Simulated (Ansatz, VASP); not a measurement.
# Two plane-wave programs on CsPbBr3

INCAR

```
SYSTEM = CsPbBr3
PREC = Accurate
ENCUT = 520
EDIFF = 1E-7
ISMEAR = 0
SIGMA = 0.05
LREAL = .FALSE.
LASPH = .TRUE.
NELM = 60
ALGO = Normal
ISIF = 2
LWAVE = .FALSE.
LCHARG = .FALSE.
GGA = PS
NBANDS = 30
```

File KPOINTS:

```
regular mesh
0
G
  6 6 6
  0 0 0
```

Contents of POSCAR:

```
CsPbBr3
1.0
    6.0461000000      0.0000000000      0.0000000000
    0.0000000000      6.0461000000      0.0000000000
    0.0000000000      0.0000000000      6.0461000000
Cs Pb Br
1 1 3
Direct
    0.0000000000      0.0000000000      0.0000000000
    0.5000000000      0.5000000000      0.5000000000
    0.0000000000      0.5000000000      0.5000000000
    0.5000000000      0.0000000000      0.5000000000
    0.5000000000      0.5000000000      0.0000000000
```

Input for Ansatz:

```yaml
crystal:
  lattice:
    - [6.0461, 0.0, 0.0]
    - [0.0, 6.0461, 0.0]
    - [0.0, 0.0, 6.0461]
  atoms:
    - { symbol: Cs, position: [0.0, 0.0, 0.0] }
    - { symbol: Pb, position: [0.5, 0.5, 0.5] }
    - { symbol: Br, position: [0.0, 0.5, 0.5] }
    - { symbol: Br, position: [0.5, 0.0, 0.5] }
    - { symbol: Br, position: [0.5, 0.5, 0.0] }
basis:
  ecutwfc: 420
kpoints:
  mp_grid: { grid: [6, 6, 6] }
hamiltonian:
  xc: pbesol
scf:
  occupations: { method: gaussian, width: 0.05 }
output:
  forces: true
  stress: true
  eigenvalues: true
```

Change from the starting cell: strain +0.030 along x and y, +0.030 along z, atoms carried along.

Alike in both runs: task single point; functional PBEsol; k mesh 6 × 6 × 6; occupations gaussian, width 0.05 eV; no spin polarisation.

```csv
,VASP,Ansatz
version,VASP 6.6.1,Ansatz 0.2.0
potentials or method,"VASP PAW PBE potentials, release 64 (Cs_sv, Pb_d, Br), cutoff 520 eV","scalar-relativistic, plane waves, PAW"
valence electrons in the cell,44,44
```

```tsv
	VASP	Ansatz	Ansatz less VASP
gap on the k mesh at the Fermi level (eV)	1.75	1.75	-0.001
least direct gap on the mesh (eV)	1.75	1.75	-0.001
pressure (GPa)	-1.5	-1.5	0.00
```

VASP's potentials were made for PBE, not for PBEsol. With one functional, cell and mesh, what is left measures potentials, basis and numerics.

Neither program's run includes spin-orbit coupling.
